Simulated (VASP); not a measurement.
# AlNi in VASP: a series of runs

AlNi is run at these levels: PBE; tasks: single point.

Everything below comes from runs of VASP 6.6.1. Logs are shortened: lines on timing, memory, paths and dates and some standing lists are left out, and cuts for length are marked.

### Step 1. The cell of the first run

The cell holds a slab with vacuum, 8 atoms: a = 2.881 Å, b = 2.881 Å, c = 28.083 Å, α = 90.00°, β = 90.00°, γ = 90.00°.

### Step 2. Single point, PBE

File INCAR:

```
SYSTEM = AlNi
PREC = Accurate ; ENCUT = 520
EDIFF = 1E-7 ; ISMEAR = 0
SIGMA = 0.1 ; LREAL = .False.
LASPH = .True. ; NELM = 80
ALGO = Normal ; ISIF = 2
LWAVE = .False. ; LCHARG = .False.
LDIPOL = .True. ; IDIPOL = 3
DIPOL = 0.5 0.5 0.501 ; GGA = PE
NBANDS = 36
```

File KPOINTS:

```
regular mesh
0
Gamma
  17 17 1
  0 0 0
```

File POSCAR:

```
AlNi
1.0
    2.8810000000      0.0000000000      0.0000000000
    0.0000000000      2.8810000000      0.0000000000
    0.0000000000      0.0000000000     28.0834997490
Ni Al
4 4
Direct
    0.5000000000      0.5000000000      0.3204728784
    0.5000000000      0.5000000000      0.4230597993
    0.5000000000      0.5000000000      0.5256874268
    0.5000000000      0.5000000000      0.6314733107
    0.0000000000      0.0000000000      0.3717663389
    0.0000000000      0.0000000000      0.4743532698
    0.0000000000      0.0000000000      0.5780070856
    0.0000000000      0.0000000000      0.6804511050
```

Potentials or basis: VASP PAW PBE potentials, release 64 (Ni, Al).

Started as:

```sh
$ cat potpaw_PBE.64/Ni/POTCAR potpaw_PBE.64/Al/POTCAR > POTCAR
$ mpirun -np 1 vasp_std > vasp.out
```

OUTCAR:

```text
SYSTEM = AlNi
   PREC = Accurate
   ENCUT = 520
   EDIFF = 1E-7
   ISMEAR = 0
   LREAL = .False.
   LASPH = .True.
   NELM = 80
   ISIF = 2
   GGA = PE

 ion  position               nearest neighbor table
   1  0.500  0.500  0.320-   5 2.50   5 2.50   5 2.50   5 2.50   2 2.88
   2  0.500  0.500  0.423-   5 2.50   5 2.50   5 2.50   5 2.50   6 2.50   6 2.50   6 2.50   6 2.50
                             1 2.88   3 2.88
   3  0.500  0.500  0.526-   6 2.50   6 2.50   6 2.50   6 2.50   7 2.51   7 2.51   7 2.51   7 2.51
                             2 2.88   4 2.97
   4  0.500  0.500  0.631-   8 2.46   8 2.46   8 2.46   8 2.46   7 2.53   7 2.53   7 2.53   7 2.53
                             3 2.97
   5  0.000  0.000  0.372-   2 2.50   2 2.50   2 2.50   2 2.50   1 2.50   1 2.50   1 2.50   1 2.50
                             6 2.88
   6  0.000  0.000  0.474-   2 2.50   2 2.50   2 2.50   2 2.50   3 2.50   3 2.50   3 2.50   3 2.50
                             5 2.88   7 2.91
   7  0.000  0.000  0.578-   3 2.51   3 2.51   3 2.51   3 2.51   4 2.53   4 2.53   4 2.53   4 2.53
                             8 2.88   6 2.91
   8  0.000  0.000  0.680-   4 2.46   4 2.46   4 2.46   4 2.46   7 2.88

  LATTYP: Found a simple tetragonal cell.
 ALAT       =     2.8810000000
 C/A-ratio  =     9.7478305272

  Lattice vectors:

 A1 = (   2.8810000000,   0.0000000000,   0.0000000000)
 A2 = (   0.0000000000,   2.8810000000,   0.0000000000)
 A3 = (   0.0000000000,   0.0000000000,  28.0834997490)

Analysis of symmetry for initial positions (statically):
=====================================================================
 Subroutine PRICEL returns:
 Original cell was already a primitive cell.

 Routine SETGRP: Setting up the symmetry group for a
 simple tetragonal supercell.

 Subroutine GETGRP returns: Found  8 space group operations
 (whereof  8 operations were pure point group operations)
 out of a pool of 16 trial point group operations.

The static configuration has the point symmetry C_4v.

Analysis of symmetry for dynamics (positions and initial velocities):
=====================================================================
 Subroutine PRICEL returns:
 Original cell was already a primitive cell.

 Routine SETGRP: Setting up the symmetry group for a
 simple tetragonal supercell.

 Subroutine GETGRP returns: Found  8 space group operations
 (whereof  8 operations were pure point group operations)
 out of a pool of 16 trial point group operations.

The dynamic configuration has the point symmetry C_4v.

 Subroutine INISYM returns: Found  8 space group operations
 (whereof  8 operations are pure point group operations),
 and found     1 'primitive' translations

----------------------------------------------------------------------------------------

                                     Primitive cell

  volume of cell :     233.0976

  direct lattice vectors                    reciprocal lattice vectors
     2.881000000  0.000000000  0.000000000     0.347101701  0.000000000  0.000000000
     0.000000000  2.881000000  0.000000000     0.000000000  0.347101701  0.000000000
     0.000000000  0.000000000 28.083499749     0.000000000  0.000000000  0.035608098

  length of vectors
     2.881000000  2.881000000 28.083499749     0.347101701  0.347101701  0.035608098

  position of ions in fractional coordinates (direct lattice)
     0.500000000  0.500000000  0.320472878
     0.500000000  0.500000000  0.423059799
     0.500000000  0.500000000  0.525687427
     0.500000000  0.500000000  0.631473311
     0.000000000  0.000000000  0.371766339
     0.000000000  0.000000000  0.474353270
     0.000000000  0.000000000  0.578007086
     0.000000000  0.000000000  0.680451105

  ion indices of the primitive-cell ions
   primitive index   ion index
                 1           1
                 2           2
                 3           3
                 4           4
                 5           5
                 6           6
                 7           7
                 8           8

----------------------------------------------------------------------------------------

 KPOINTS: regular mesh

Automatic generation of k-mesh.
 Grid dimensions read from file:
 generate k-points for:   17   17    1

 Generating k-lattice:

  Cartesian coordinates                     Fractional coordinates (reciprocal lattice)
     0.020417747  0.000000000  0.000000000     0.058823529  0.000000000  0.000000000
     0.000000000  0.020417747  0.000000000     0.000000000  0.058823529  0.000000000
     0.000000000  0.000000000  0.035608098     0.000000000  0.000000000  1.000000000

  Length of vectors
     0.020417747  0.020417747  0.035608098

  Shift w.r.t. Gamma in fractional coordinates (k-lattice)
     0.000000000  0.000000000  0.000000000

 Subroutine IBZKPT returns following result:
 ===========================================

 Found     45 irreducible k-points:

 Following reciprocal coordinates:
            Coordinates               Weight
  0.000000  0.000000  0.000000      1.000000
  0.058824  0.000000  0.000000      4.000000
  0.117647  0.000000  0.000000      4.000000
  0.176471  0.000000  0.000000      4.000000
  0.235294  0.000000  0.000000      4.000000
  0.294118  0.000000  0.000000      4.000000
[... 16 lines left out ...]
  0.411765  0.117647  0.000000      8.000000
  0.470588  0.117647  0.000000      8.000000
 [... further k-points ...]
   k-points           NKPTS =     45   k-points in BZ     NKDIM =     45   number of bands    NBANDS=     36
   number of dos      NEDOS =    301   number of ions     NIONS =      8
   total plane-waves  NPLWV = 120960
   dimension x,y,z NGX =    24 NGY =   24 NGZ =  210
   dimension x,y,z NGXF=    48 NGYF=   48 NGZF=  420
   ions per type =               4   4
   NGX,Y,Z   is equivalent  to a cutoff of  13.85, 13.85, 12.43 a.u.
   NGXF,Y,Z  is equivalent  to a cutoff of  27.70, 27.70, 24.86 a.u.
 SYSTEM =  AlNi
   PREC   = accura    normal or accurate (medium, high low for compatibility)
   ISTART =      0    job   : 0-new  1-cont  2-samecut
   ICHARG =      2    charge: 1-file 2-atom 10-const
   ISPIN  =      1    spin polarized calculation?
   LNONCOLLINEAR =      F non collinear calculations
   LSORBIT =      F    spin-orbit coupling
   LASPH  =      T    aspherical Exc in radial PAW
   ENCUT  =  520.0 eV  38.22 Ry    6.18 a.u.   5.36  5.36 52.22*2*pi/ulx,y,z
   NELM   =     80;   NELMIN=  2; NELMDL= -5     # of ELM steps
   EDIFF  = 0.1E-06   stopping-criterion for ELM
   LREAL  =      F    real-space projection
   EDIFFG = 0.1E-05   stopping-criterion for IOM
   NSW    =      0    number of steps for IOM
   IBRION =     -1    ionic relax: 0-MD 1-quasi-New 2-CG
   NFREE  =      0    steps in history (QN), initial steepest desc. (CG)
   ISIF   =      2    stress and relaxation
   ISYM   =      2    0-nonsym 1-usesym 2-fastsym
   POTIM  = 0.5000    time-step for ionic-motion
   TEBEG  =    0.0;   TEEND  =   0.0 temperature during run
   PSTRESS=    0.0 pullay stress
   NELECT =      52.0000    total number of electrons
   NUPDOWN=      -1.0000    fix difference up-down
   EMIN   =  10.00;   EMAX   =-10.00  energy-range for DOS
   EFERMI =   0.00;   METHOD = LEGACY
   ISMEAR =     0;   SIGMA  =   0.10  broadening in eV -4-tet -1-fermi 0-gaus
   EFERMI_NEDOS =   21; number of points for ismear=-14 and -15
   IALGO  =     38    algorithm
   IMIX   =      4    mixing-type and parameters
     AMIX     =   0.40;   BMIX     =  1.00
     AMIX_MAG =   1.60;   BMIX_MAG =  1.00
  volume/ion in A,a.u.               =      29.14       196.63
  Fermi-wavevector in a.u.,A,eV,Ry     =   0.992880  1.876271 13.412765  0.985810
  Thomas-Fermi vector in A             =   2.124723
   LORBIT       =      0    0 simple, 1 ext, 2 COOP (PROOUT), +10 PAW based schemes
   GGA     = PE    functional components
   LHFCALC =     F    Hartree Fock is set to
   AEXX    =    0.0000 exact exchange contribution
   IVDW    =     0    specifies the selected vdW correction
   LEPSILON=     F    determine dielectric tensor
   LRPA    =     F    only Hartree local field effects (RPA)
 non-spin polarized calculation
 Gauss-broadening in eV      SIGMA  =   0.10
  energy-cutoff  :      520.00
  volume of cell :      233.10
 maximum number of plane-waves:      6336
 NGX is ok and might be reduce to    24
   NGX = 11   NGY = 11   NGZ =105

 dipolmoment           0.000000      0.000000      0.091101 electrons x Angstroem

 number of electron      52.0000038 magnetization

 dipolmoment           0.000000      0.000000     -0.028789 electrons x Angstroem

 Free energy of the ion-electron system (eV)
  ---------------------------------------------------
  ext. energy  EPLUGINS =         0.00000000
  ---------------------------------------------------
  free energy    TOTEN  =       -39.71386486 eV

  energy without entropy =      -39.68770578  energy(sigma->0) =      -39.70078532

 E-fermi :   1.6454     XC(G=0):  -5.7728

 val. band max:        1.6328932094   @ k =   0.4118   0.2353   0.0000
 cond. band min:       1.6471820014   @ k =   0.4118   0.0000   0.0000
 fundamental gap:      0.0142887920
 Fermi energy:         1.6454134989

 k-point     1 :       0.0000    0.0000    0.0000
  band No.  band energies     occupation
      1      -9.2012      2.00000
      2      -8.4700      2.00000
      3      -7.2741      2.00000
      4      -5.7850      2.00000
      5      -4.0146      2.00000
      6      -2.5135      2.00000
[... 28 lines left out ...]
     35       7.6175      0.00000
     36       8.3024      0.00000

 k-point     2 :       0.0588    0.0000    0.0000
  band No.  band energies     occupation
      1      -9.1378      2.00000
      2      -8.4077      2.00000
      3      -7.2142      2.00000
      4      -5.7340      2.00000
      5      -3.9589      2.00000
      6      -2.4739      2.00000
[... 850 lines left out ...]
 k-point    24 :       0.4706    0.1176    0.0000
  band No.  band energies     occupation
      1      -5.2087      2.00000
      2      -4.6399      2.00000
      3      -4.2772      2.00000
      4      -3.8421      2.00000
      5      -3.6585      2.00000
      6      -3.3317      2.00000
[... 28 lines left out ...]
     35       7.7270      0.00000
     36       8.5433      0.00000

 [... further k-points ...]

------------------------ aborting loop because EDIFF is reached ----------------------------------------

 vacuum level on the upper side and lower side of the slab       (xc-potential included)        -0.425         0.192

  FORCE on cell =-STRESS in cart. coord.  units (eV):
  Direction    XX          YY          ZZ          XY          YZ          ZX
  --------------------------------------------------------------------------------------
  -------------------------------------------------------------------------------------
  Total       -2.1714600     -2.1714600     -0.3751817      0.0000000      0.0000000      0.0000000
  in kB      -14.9253553    -14.9253553     -2.5787811      0.0000000      0.0000000      0.0000000
  external PRESSURE =     -10.8098306 kB  Pullay stress =       0.0000000 kB

 VOLUME and BASIS-vectors are now :
 -----------------------------------------------------------------------------
  energy-cutoff  :      520.00
  volume of cell :      233.10
      direct lattice vectors                 reciprocal lattice vectors
     2.881000000  0.000000000  0.000000000     0.347101701  0.000000000  0.000000000
     0.000000000  2.881000000  0.000000000     0.000000000  0.347101701  0.000000000
     0.000000000  0.000000000 28.083499749     0.000000000  0.000000000  0.035608098

 POSITION                                       TOTAL-FORCE (eV/Angst)
 -----------------------------------------------------------------------------------
      1.44050      1.44050      9.00000         0.000000     -0.000000      0.602992
      1.44050      1.44050     11.88100        -0.000000     -0.000000      0.378435
      1.44050      1.44050     14.76314        -0.000000      0.000000     -0.004145
      1.44050      1.44050     17.73398        -0.000000     -0.000000      0.032406
      0.00000      0.00000     10.44050        -0.000000     -0.000000     -0.990263
      0.00000      0.00000     13.32150        -0.000000     -0.000000      0.004005
      0.00000      0.00000     16.23246        -0.000000     -0.000000      0.022562
      0.00000      0.00000     19.10945        -0.000000     -0.000000     -0.045992
 -----------------------------------------------------------------------------------
    total drift:                                0.000000      0.000000     -0.001240

  FREE ENERGIE OF THE ION-ELECTRON SYSTEM (eV)
  ---------------------------------------------------
  free  energy   TOTEN  =       -39.7138648634 eV

  energy  without entropy=      -39.6877057766  energy(sigma->0) =      -39.70078532

 vacuum level on the upper side and lower side of the slab         5.527         6.160
```

Run time: 11 min. Hardware: 1 thread of AMD EPYC 9R45 (Zen 5), shared host; peak memory 0.47 GiB.

Results:

- Free energy: -39.7139 eV
- Largest force: 0.990 eV/Å
- Band gap on the k mesh: zero (bands 26 and 27 overlap by 1.30 eV)

Forces on the atoms (eV/Å):
```
Ni   0.000  0.000  0.603
Ni   0.000  0.000  0.378
Ni   0.000  0.000 -0.004
Ni   0.000  0.000  0.032
Al   0.000  0.000 -0.990
Al   0.000  0.000  0.004
Al   0.000  0.000  0.023
Al   0.000  0.000 -0.046
```

Levels at points of the mesh, in eV from the Fermi level:
| k point | band 22 | band 23 | band 24 | band 25 | band 26 | band 27 | band 28 | band 29 | band 30 | band 31 |
| --- | --- | --- | --- | --- | --- | --- | --- | --- | --- | --- |
| (0.00, 0.00, 0.00) | -0.86 | -0.86 | -0.85 | -0.64 | -0.54 | 0.17 | 1.69 | 3.36 | 3.98 | 4.53 |

### Step 3. Single point, PBE, collinear spin, ferromagnetic start

File INCAR:

```
SYSTEM = AlNi
  PREC = Accurate
  ENCUT = 520
  EDIFF = 1E-6
  ISMEAR = 0
  SIGMA = 0.1
  LREAL = .False.
  LASPH = .True.
  NELM = 150
  ALGO = Normal
  ISIF = 2
  LWAVE = .False.
  LCHARG = .True.
  ISPIN = 2
  MAGMOM = 2 2 2 2 0 0 0 0
  LORBIT = 11
  LMAXMIX = 4
  LDIPOL = .True.
  IDIPOL = 3
  DIPOL = 0.5 0.5 0.501
  GGA = PE
  LELF = .True.
  LVHAR = .True.
  LVACPOTAV = .True.
  NBANDS = 40
```

File KPOINTS:

```
regular mesh
0
Gamma
  9 9 1
  0 0 0
```

POSCAR is that of step 2.

Potentials or basis: VASP PAW PBE potentials, release 64 (Ni, Al).

Started as:

```sh
$ cat potpaw_PBE.64/Ni/POTCAR potpaw_PBE.64/Al/POTCAR > POTCAR
$ mpirun -np 1 vasp_std > vasp.out
```

It took 13 min on 1 thread of AMD EPYC 9R45 (Zen 5), shared host; peak memory 0.51 GiB.

It converged, with:

- Free energy: -39.6980 eV
- Largest force: 0.947 eV/Å
- Band gap on the k mesh: zero (filled and empty bands overlap)
- Net moment: 0.00 μB per cell
- Valence electrons inside the program's atomic spheres: Ni 9.13, 9.46, 9.45 (each value once); Al 0.80, 0.78, 0.77 (each value once)

Forces in eV/Å, atoms in the order of the input:
```
Ni   0.000  0.000  0.587
Ni   0.000  0.000  0.377
Ni   0.000  0.000  0.010
Ni   0.000  0.000  0.019
Al   0.000  0.000 -0.947
Al   0.000  0.000 -0.020
Al   0.000  0.000 -0.010
Al   0.000  0.000 -0.016
```

Levels at points of the mesh, in eV from the Fermi level:
Spin up:
```
           k point  band 22  band 23  band 24  band 25  band 26  band 27  band 28  band 29  band 30  band 31
(0.00, 0.00, 0.00)    -0.88    -0.86    -0.86    -0.65    -0.55     0.16     1.68     3.36     3.97     4.57
```
Spin down:
```tsv
k point	band 23	band 24	band 25	band 26	band 27	band 28	band 29	band 30
(0.00, 0.00, 0.00)	-0.86	-0.86	-0.65	-0.55	0.16	1.68	3.35	3.96
```

Caveat: the moments typed at the start vanished in this run.

The gap in the log of VASP goes by the Fermi energy; the results here count the filled bands.